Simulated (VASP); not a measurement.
**Mg9O8 (a cell with a defect): single point with LDA**

The system is Mg9O8 (a cell with a defect).

```
CELL_PARAMETERS angstrom
0.00000 4.31000 4.31000
4.31000 0.00000 4.31000
4.31000 4.31000 0.00000
ATOMIC_POSITIONS crystal
Mg 0.00202 0.00138 0.01593
Mg 0.94491 0.94400 0.44426
Mg 0.00833 0.50550 0.00578
Mg 0.00203 0.51565 0.50170
Mg 0.50605 0.00756 0.00592
Mg 0.51637 0.00155 0.50183
Mg 0.50770 0.50692 0.00717
Mg 0.50607 0.50567 0.50780
Mg 0.08365 0.08272 0.58296
O 0.27761 0.27707 0.24476
O 0.24995 0.24880 0.74914
O 0.26231 0.73861 0.23888
O 0.27763 0.74454 0.77733
O 0.73936 0.26167 0.23900
O 0.74528 0.27690 0.77713
O 0.75853 0.75758 0.25793
O 0.73934 0.73874 0.76191
```

| Quantity | Value |
| --- | --- |
| Program | VASP 6.6.1 |
| Task | single point |
| Functional | LDA |
| Potentials or basis | VASP PAW LDA potentials, release 64 (Mg, O) |
| Cutoff | 520 eV |
| k mesh | 2 × 2 × 2 |
| Occupations | fermi-dirac, width 0.02 eV |
| Spin | no spin polarisation |

```yaml
Pressure: 15.3 GPa
Largest_force: 0.089 eV/Å
Band_gap_on_the_k_mesh: 0.28 eV
```

Forces on the atoms (eV/Å):
```
Mg   0.004  0.006 -0.004
Mg   0.053  0.052  0.051
Mg   0.006 -0.003 -0.003
Mg   0.004 -0.004  0.006
Mg  -0.004  0.005 -0.001
Mg  -0.010  0.003  0.002
Mg   0.000 -0.002 -0.002
Mg  -0.003 -0.001  0.005
Mg  -0.043 -0.043 -0.044
O   -0.014 -0.007  0.031
O    0.012 -0.005 -0.001
O   -0.048  0.023  0.021
O   -0.013  0.030 -0.010
O    0.018 -0.046  0.023
O    0.031 -0.008 -0.009
O   -0.012 -0.024 -0.021
O    0.018  0.024 -0.044
```

Stress tensor (GPa, compression positive):
```
15.25  5.96  5.96
 5.96 15.26  5.96
 5.96  5.96 15.26
```

Levels at points of the mesh, in eV from the valence-band top:
| k point | band 29 | band 30 | band 31 | band 32 | band 33 | band 34 | band 35 | band 36 | band 37 | band 38 |
| --- | --- | --- | --- | --- | --- | --- | --- | --- | --- | --- |
| (0.00, 0.00, 0.00) | -5.92 | -5.79 | -5.79 | -5.51 | -2.14 | 0.75 | 0.99 | 1.11 | 1.11 | 1.70 |
| (0.50, 0.00, 0.00) | -6.10 | -5.95 | -5.81 | -5.68 | -0.47 | 0.28 | 1.50 | 2.05 | 2.41 | 3.28 |
| (0.00, 0.50, 0.00) | -6.10 | -5.95 | -5.81 | -5.68 | -0.47 | 0.28 | 1.50 | 2.05 | 2.41 | 3.28 |
| (0.00, 0.00, 0.50) | -6.10 | -5.95 | -5.81 | -5.68 | -0.47 | 0.28 | 1.50 | 2.05 | 2.41 | 3.28 |
| (0.50, 0.50, 0.50) | -6.27 | -6.27 | -5.95 | -5.95 | -0.10 | 0.57 | 2.14 | 2.14 | 2.16 | 2.83 |
| (0.50, 0.50, 0.00) | -6.30 | -6.13 | -6.04 | -5.93 | 0.00 | 1.08 | 2.15 | 2.20 | 2.53 | 2.73 |
| (0.00, 0.50, 0.50) | -6.30 | -6.13 | -6.04 | -5.93 | 0.00 | 1.08 | 2.15 | 2.20 | 2.52 | 2.73 |
| (0.50, 0.00, 0.50) | -6.30 | -6.13 | -6.04 | -5.93 | 0.00 | 1.08 | 2.15 | 2.20 | 2.53 | 2.73 |

Run time: 2.5 min on 1 thread of AMD EPYC 7R43 64-Core Processor (Zen 3), on a shared host, peak memory 0.23 GiB.

Caveat: the k points lie up to 0.63 Å⁻¹ apart.
